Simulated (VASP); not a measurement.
Mg3Sb2:

```
Mg Sb
1.0
     4.59817    0.00000    0.00000
    -2.29909    3.98214    0.00000
     0.00000    0.00000    7.26329
Mg Sb
3 2
Direct
  0.33333 0.66667 0.63251
  0.66667 0.33333 0.36749
  0.00000 0.00000 0.00000
  0.33333 0.66667 0.22571
  0.66667 0.33333 0.77429
```

```yaml
Program: VASP 6.6.1
Task: relaxation of cell and atoms
Functional: LDA
Potentials_or_basis: VASP PAW LDA potentials, release 64 (Mg, Sb)
Cutoff: 600 eV
k_mesh: 6 × 6 × 4
Occupations: fermi-dirac, width 0.02 eV
Spin: no spin polarisation
```

At the start: pressure -2.8 GPa; volume 26.60 Å³/atom.

Problem. Where does the relaxation end?

Solution. Over 9 steps the energy falls by 15.4 meV/atom and the volume is 24.93 Å³/atom (-6.3 %); space group P-3m1 (No. 164, to 0.1 Å) before and after.

The path:
| step | energy change (eV) | largest force (eV/Å) | pressure (GPa) | volume (Å³) |
| --- | --- | --- | --- | --- |
| 1 | 0.0000 | 0.0735 | -2.82 | 132.99 |
| 2 | -0.0746 | 0.1077 | 0.30 | 124.18 |
| 3 | -0.0753 | 0.0906 | -0.01 | 124.92 |
| 4 | -0.0753 | 0.0869 | -0.07 | 125.07 |
| 5 | -0.0760 | 0.0619 | -0.07 | 124.99 |
| 6 | -0.0767 | 0.0083 | -0.06 | 124.78 |
| 7 | -0.0767 | 0.0050 | 0.04 | 124.55 |
| 8 | -0.0768 | 0.0062 | 0.01 | 124.63 |
| 9 | -0.0768 | 0.0038 | 0.00 | 124.64 |

Final structure:
```yaml
crystal:
  lattice:
    - [4.50161, 0.00000, 0.00000]
    - [-2.25080, 3.89851, 0.00000]
    - [0.00000, 0.00000, 7.10226]
  atoms:
    - { symbol: Mg, position: [0.33333, 0.66667, 0.63247] }
    - { symbol: Mg, position: [0.66667, 0.33333, 0.36753] }
    - { symbol: Mg, position: [0.00000, 0.00000, 0.00000] }
    - { symbol: Sb, position: [0.33333, 0.66667, 0.22403] }
    - { symbol: Sb, position: [0.66667, 0.33333, 0.77597] }
```
